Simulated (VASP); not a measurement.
Runs of VASP 6.6.1 on TiTe2. The structure is that of space group P-3m1 (No. 164), or close to it. The cells are those of the table. 

| task | level | U | cell | k mesh | cutoff (eV) | gap on the mesh (eV) | pressure (GPa) | largest force (eV/Å) |
| --- | --- | --- | --- | --- | --- | --- | --- | --- |
| relaxation of shape and atoms at fixed volume | PBE+D3(BJ) | - | relaxed from a = 3.733, b = 3.733, c = 6.447 Å, angles 90.0, 90.0, 120.0°, 3 atoms | 12 × 12 × 8 | 600 | none | -1.1 | - |
| relaxation of shape and atoms at fixed volume | PBE+D3(BJ) | - | relaxed from a = 3.760, b = 3.760, c = 6.538 Å, angles 90.0, 90.0, 120.0°, 3 atoms | 12 × 12 × 8 | 600 | none | -1.9 | - |
| single point | PBE+D3(BJ)+U | Ti d U = 8.0 eV | a = 3.696, b = 3.696, c = 6.383 Å, angles 90.0, 90.0, 120.0°, 3 atoms | 15 × 15 × 8 | 520 | none | 6.3 | 0.34 |
| relaxation of shape and atoms at fixed volume | PBE+D3(BJ) | - | relaxed from a = 3.659, b = 3.659, c = 6.319 Å, angles 90.0, 90.0, 120.0°, 3 atoms | 12 × 12 × 8 | 600 | none | 1.3 | - |
| single point | PBE+D3(BJ) | - | a = 3.696, b = 3.696, c = 6.384 Å, angles 90.0, 90.0, 120.0°, 3 atoms | 12 × 12 × 8 | 520 | none | (a) | 0.01 |

Alike in all rows: potentials or basis VASP PAW PBE potentials, release 64 (Ti_sv, Te); no spin polarisation; smearing gaussian 0.1 eV.

Question: Estimate the missing entries.

Answer: (a) 0.0.

Caveats: spin-orbit coupling is left out, which moves the levels of the heavy elements; U without spin polarisation on a metal has little footing (some runs); the U is typed as a test and isn't derived for this compound (some runs).

A k mesh can miss the band edges, and the runs leave out spin-orbit coupling on Te.

A gap of «none» marks levels without a gap at the run's occupations.
